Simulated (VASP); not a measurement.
Be18C, 19 atoms in the cell. The cell holds a slab with vacuum, 19 atoms: a = 4.580 Å, b = 6.870 Å, c = 16.588 Å, α = 90.00°, β = 90.00°, γ = 60.00°. 

* Program: VASP 6.6.1
* Task: single point
* Functional: PBE
* Potentials or basis: VASP PAW PBE potentials, release 64 (Be, C)
* Cutoff: 520 eV
* k mesh: 4 × 3 × 1
* Occupations: gaussian, width 0.05 eV
* Spin: no spin polarisation
* Dipole correction: no
* Further INCAR settings: LREAL = Auto; ALGO = Normal; EDIFF = 1e-06; NBANDS = 35

Potentials or basis: VASP PAW PBE potentials, release 64 (Be, C).

Launch:

```bash
$ cat potpaw_PBE.64/Be/POTCAR potpaw_PBE.64/C/POTCAR > POTCAR
$ mpirun -np 1 vasp_std > vasp.out
```

Hardware: 1 thread of Intel(R) Xeon(R) Platinum 8259CL CPU @ 2.50GHz (Skylake/Cascade Lake) (shared host).

Problem. Estimate the wall time of this run.

Solution. Run time: 4 min on 1 thread of Intel(R) Xeon(R) Platinum 8259CL CPU @ 2.50GHz (Skylake/Cascade Lake), with other jobs on the host, peak memory 0.52 GiB. Counts: scf iterations 22, k points 7.
